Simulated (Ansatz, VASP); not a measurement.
## Two plane-wave programs on CuO

Contents of INCAR:

```
SYSTEM = CuO
ALGO = Normal
EDIFF = 1E-6
ENCUT = 520
GGA = PS
ISIF = 2
ISMEAR = 0
LASPH = .True.
LCHARG = .False.
LREAL = .False.
LWAVE = .False.
NBANDS = 44
NELM = 100
PREC = Accurate
SIGMA = 0.1
```

Contents of KPOINTS:

```
k-points
0
Gamma
  10 10 8
  0 0 0
```

The input POSCAR:

```
CuO
1.0
    4.0850661606      0.0000000000      0.0000000000
    0.0000000000      4.1007163537      0.0000000000
    0.0000000000      0.0000000000      5.1941101251
Cu O
4 4
Direct
    0.2500000000      0.2500000000      0.5000000000
    0.2500000000      0.7500000000      0.0000000000
    0.7500000000      0.7500000000      0.5000000000
    0.7500000000      0.2500000000      0.0000000000
    0.5000000000      0.0000000000      0.7500000000
    0.5000000000      0.0000000000      0.2500000000
    0.0000000000      0.5000000000      0.7500000000
    0.0000000000      0.5000000000      0.2500000000
```

Input for Ansatz:

```yaml
crystal:
  lattice:
    - [4.0850661606, 0.0, 0.0]
    - [0.0, 4.1007163537, 0.0]
    - [0.0, 0.0, 5.1941101251]
  atoms:
    - { symbol: Cu, position: [0.25, 0.25, 0.5] }
    - { symbol: Cu, position: [0.25, 0.75, 0.0] }
    - { symbol: Cu, position: [0.75, 0.75, 0.5] }
    - { symbol: Cu, position: [0.75, 0.25, 0.0] }
    - { symbol: O, position: [0.5, 0.0, 0.75] }
    - { symbol: O, position: [0.5, 0.0, 0.25] }
    - { symbol: O, position: [0.0, 0.5, 0.75] }
    - { symbol: O, position: [0.0, 0.5, 0.25] }
basis:
  ecutwfc: 420
kpoints:
  mp_grid: { grid: [10, 10, 8] }
hamiltonian:
  xc: pbesol
scf:
  occupations: { method: gaussian, width: 0.1 }
output:
  forces: true
  stress: true
  eigenvalues: true
  write_density: true
  write_potential: true
  elf: true
  volumetric_format: npy
```

Change from the starting cell: strain along c alone, the other axes held, atoms relaxed: +2.0 %.

Alike in both runs: task single point; functional PBEsol; k mesh 10 × 10 × 8; occupations gaussian, width 0.1 eV; no spin polarisation.

|  | VASP | Ansatz |
| --- | --- | --- |
| version | VASP 6.6.1 | Ansatz 0.2.0 |
| potentials or method | VASP PAW PBE potentials, release 64 (Cu, O), cutoff 520 eV | scalar-relativistic, plane waves, PAW |
| valence electrons in the cell | 68 | 100 |

```csv
,VASP,Ansatz,Ansatz less VASP
gap on the k mesh at the Fermi level (eV),none,none,-
pressure (GPa),-3.6,-4.1,-0.58
"traceless stress, the component that is largest in VASP (GPa)",-2.63,-2.93,-0.293
```

VASP's potentials were made for PBE, not for PBEsol. A gap of «none» marks a metal or a gap that the smearing closes. With one functional, cell and mesh, what is left measures potentials, basis and numerics. VASP's potentials hold 68 valence electrons a cell and Ansatz's 100, so a difference there can come from the potentials and not from the codes.
